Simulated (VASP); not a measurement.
Write the native input for VASP 6.6.1 that does the following.

```yaml
Task: single point
Functional: PBE
Dispersion: D3(BJ)
Potentials_or_basis: VASP PAW PBE potentials, release 64 (Hf_pv, S)
Cutoff: 520 eV
k_mesh: 3 × 3 × 3
Occupations: gaussian, width 0.02 eV
Spin: no spin polarisation
Dipole_correction: no
Further_INCAR_settings: ALGO = Normal; EDIFF = 1e-06; NBANDS = 59
```

The structure of Hf4S9 (a cell with a defect) lies in POSCAR:

```
Hf4S9
1.0
    3.6058628313      0.0000000000     -5.7703876582
    3.6058628313      0.0000000000      5.7703876582
   -3.6058628313     -6.2455376290      0.0000000000
Hf S
4 9
Direct
    0.5165851684      0.4622610885     -0.0121853401
    0.9642493021      0.0266674063     -0.0019039194
    0.4941599540      0.4919673803      0.5020304394
    1.0058400037      0.0089414692      0.5019039491
    0.8557152471      0.5483296597      0.3923777496
    0.2794091417      0.0413246175      0.3195867383
    0.8144395784      0.5751811296      0.8252392838
    0.2352697258     -0.0028005879      0.8176458623
    0.6799422949      0.9041019314      0.1704527397
    0.2536105316      0.4820955274      0.1702694088
    0.6858107791      0.9586752889      0.6472315500
    0.2205136708      0.4570932701      0.6764349606
    0.7534467483      0.3021084407      0.0910603752
```

These files were run (other wordings do the same):

INCAR

```
SYSTEM = Hf4S9
  ALGO = Normal
  EDIFF = 1E-6
  ENCUT = 520
  GGA = PE
  ISIF = 2
  ISMEAR = 0
  IVDW = 12
  LASPH = .TRUE.
  LCHARG = .FALSE.
  LREAL = .FALSE.
  LWAVE = .FALSE.
  NBANDS = 59
  NELM = 100
  PREC = Accurate
  SIGMA = 0.02
```

KPOINTS

```
k-points
0
G
  3 3 3
  0 0 0
```

Potentials or basis: VASP PAW PBE potentials, release 64 (Hf_pv, S).

Launch:

```console
$ cat potpaw_PBE.64/Hf_pv/POTCAR potpaw_PBE.64/S/POTCAR > POTCAR
$ mpirun -np 1 vasp_std > vasp.out
```

Results of the run:

```json
{
 "Pressure": "4.4 GPa",
 "Largest force": "0.112 eV/Å",
 "Band gap on the k mesh": "0.48 eV",
 "Dispersion energy per atom": "-0.365 eV"
}
```

Caveat: spin-orbit coupling is left out, which moves the levels of the heavy elements.

Run time: 3.4 min on 1 thread of AMD EPYC 9R45 96-Core Processor (Zen 5), with other jobs on the host, peak memory 0.45 GiB.
